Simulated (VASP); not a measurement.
Write the native input for VASP 6.6.1 that does the following.

```yaml
Task: single point
Functional: PBE
Potentials_or_basis: VASP PAW PBE potentials, release 64 (Hf_pv, O)
Cutoff: 520 eV
k_mesh: 8 × 8 × 8
Occupations: gaussian, width 0.05 eV
Spin: no spin polarisation
Dipole_correction: no
Further_INCAR_settings: ALGO = Normal; EDIFF = 1e-06; NBANDS = 18
```

The structure of HfO2 lies in POSCAR:

```
HfO2
1.0
    0.0000000000      2.5027436545      2.5027436545
    2.5027436545      0.0000000000      2.5027436545
    2.5027436545      2.5027436545      0.0000000000
Hf O
1 2
Direct
    0.0000000000      0.0000000000      0.0000000000
    0.2500000000      0.2500000000      0.2500000000
    0.7500000000      0.7500000000      0.7500000000
```

These files were run (other wordings do the same):

INCAR

```
PREC = Accurate ; ENCUT = 520
EDIFF = 1E-6 ; ISMEAR = 0
SIGMA = 0.05 ; LREAL = False
LASPH = True ; NELM = 80
ALGO = Normal ; ISIF = 2
LWAVE = False ; LCHARG = True
GGA = PE ; LELF = True
LVHAR = True ; NBANDS = 18
```

KPOINTS

```
regular mesh
0
Gamma
  8 8 8
```

Potentials or basis: VASP PAW PBE potentials, release 64 (Hf_pv, O).

Run with:

```sh
$ cat potpaw_PBE.64/Hf_pv/POTCAR potpaw_PBE.64/O/POTCAR > POTCAR
$ mpirun -np 1 vasp_std > vasp.out
```

It gave:

```yaml
Pressure: 10.9 GPa
Band_gap_on_the_k_mesh: 3.91 eV, direct
```

Caveat: spin-orbit coupling is left out, which moves the levels of the heavy elements.

Run time: 17 s on 1 thread of AMD EPYC 7R13 Processor (Zen 3) (shared host), peak memory 0.13 GiB.
